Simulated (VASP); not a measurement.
Wanted: the native input for a VASP 6.6.1 run.

- Task: relaxation of cell and atoms
- Functional: PBE
- Potentials or basis: VASP PAW PBE potentials, release 64 (Al, In_d, Sb)
- Cutoff: 500 eV
- k mesh: 6 × 6 × 6
- Occupations: gaussian, width 0.01 eV
- Spin: no spin polarisation
- Dipole correction: no
- Further INCAR settings: ALGO = Normal; EDIFF = 1e-07; IBRION = 2; EDIFFG = -0.001; NSW = 80; ISIF = 3

The structure of Al3InSb4 lies in POSCAR:

```
Al3InSb4
1.0
   -3.1610997000      3.1610997000      6.3167974000
    3.1610997000     -3.1610997000      6.3167974000
    3.1610997000      3.1610997000     -6.3167974000
Al In Sb
3 1 4
Direct
    0.5000000000      0.5000000000      0.0000000000
    0.2500000000      0.7500000000      0.5000000000
    0.7500000000      0.2500000000      0.5000000000
    0.0000000000      0.0000000000      0.0000000000
    0.8684280000      0.8684280000      0.4780520000
    0.3903760000      0.3903760000      0.5219480000
    0.1315720000      0.6096240000      0.0000000000
    0.6096240000      0.1315720000      0.0000000000
```

The input as run:

INCAR

```
PREC = Accurate ; ENCUT = 500
EDIFF = 1E-7 ; ISMEAR = 0
SIGMA = 0.01 ; LREAL = F
LASPH = T ; NELM = 120
ALGO = Normal ; ISIF = 3
LWAVE = F ; LCHARG = F
GGA = PE ; IBRION = 2
NSW = 80 ; EDIFFG = -0.001
GGA_COMPAT = F ; NELMIN = 4
```

KPOINTS

```
regular mesh
0
Gamma
  6 6 6
```

Potentials or basis: VASP PAW PBE potentials, release 64 (Al, In_d, Sb).

Launch:

```console
$ cat potpaw_PBE.64/Al/POTCAR potpaw_PBE.64/In_d/POTCAR potpaw_PBE.64/Sb/POTCAR > POTCAR
$ mpirun -np 1 vasp_std > vasp.out
```

It gave:

The relaxed volume is 31.64 Å³/atom. The relaxed cell is a = 7.745 Å, b = 7.745 Å, c = 7.745 Å, α = 131.78°, β = 131.78°, γ = 70.57° and the space group after relaxing (to 0.1 Å) is I-42m (No. 121). The energy gained by relaxing is 0.0 meV/atom. The ionic steps are 6. The pressure after relaxing is 0.0 GPa and the band gap on the k mesh is 0.78 eV.

Caveat: spin-orbit coupling is left out, which moves the levels of the heavy elements.

Wall time 25 min on 1 thread of Intel Xeon 8259CL, with other jobs on the host, peak memory 0.57 GiB.
